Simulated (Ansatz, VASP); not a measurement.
## Zr: VASP beside Ansatz

File INCAR:

```
SYSTEM = Zr
PREC = Accurate
ENCUT = 520
EDIFF = 1E-7
ISMEAR = -1
SIGMA = 0.1
LREAL = .False.
LASPH = .True.
NELM = 100
ALGO = Normal
ISIF = 2
LWAVE = .False.
LCHARG = .False.
GGA = PS
NBANDS = 19
```

File KPOINTS:

```
Automatic mesh
0
Gamma
  12 12 12
  0 0 0
```

Contents of POSCAR:

```
Zr
1.0
    0.0000000000      2.3167781234      2.3167781234
    2.3167781234      0.0000000000      2.3167781234
    2.3167781234      2.3167781234      0.0000000000
Zr
2
Direct
   -0.1250000000     -0.1250000000     -0.1250000000
    0.1250000000      0.1250000000      0.1250000000
```

Input for Ansatz:

```yaml
crystal:
  lattice:
    - [0.0, 2.3167781234, 2.3167781234]
    - [2.3167781234, 0.0, 2.3167781234]
    - [2.3167781234, 2.3167781234, 0.0]
  atoms:
    - { symbol: Zr, position: [-0.125, -0.125, -0.125] }
    - { symbol: Zr, position: [0.125, 0.125, 0.125] }
kpoints:
  mp_grid: { grid: [12, 12, 12] }
  band_path:
    path:
      - [0.0, 0.0, 0.0]
      - [0.5, 0.0, 0.5]
      - [0.625, 0.25, 0.625]
      - [0.375, 0.375, 0.75]
      - [0.0, 0.0, 0.0]
      - [0.5, 0.5, 0.5]
      - [0.5, 0.25, 0.75]
      - [0.5, 0.0, 0.5]
    npoints: 8
scf:
  occupations: { method: fermi_dirac, width: 0.1 }
hamiltonian:
  xc: pbesol
  pseudopotentials: { kind: all_electron, lapw: { basis_error: 0.001 } }
output:
  forces: true
  stress: true
  eigenvalues: true
  populations: true
  dos: { projected: true, de: 0.2, e_range: [-14, 8] }
```

Change from the starting cell: volume scaled by 0.43, LAPW.

Alike in both runs: task single point; functional PBEsol; k mesh 12 × 12 × 12; occupations fermi-dirac, width 0.1 eV; no spin polarisation.

|  | VASP | Ansatz |
| --- | --- | --- |
| version | VASP 6.6.1 | Ansatz 0.2.0 |
| potentials or method | VASP PAW PBE potentials, release 64 (Zr_sv), cutoff 520 eV | all-electron LAPW, scalar-relativistic |

VASP gave:

| Property | Result |
| --- | --- |
| pressure (GPa) | 255.9 |

Question: Estimate Ansatz's values.

Answer: Pressure (GPa): 249.8.

VASP's potentials were made for PBE, not for PBEsol. Both programs put the cell under a high pressure, so it lies far from rest at this level. Ansatz ran all-electron here, and VASP with PAW potentials.

Noted on VASP's run: the cell as given lies far from equilibrium.
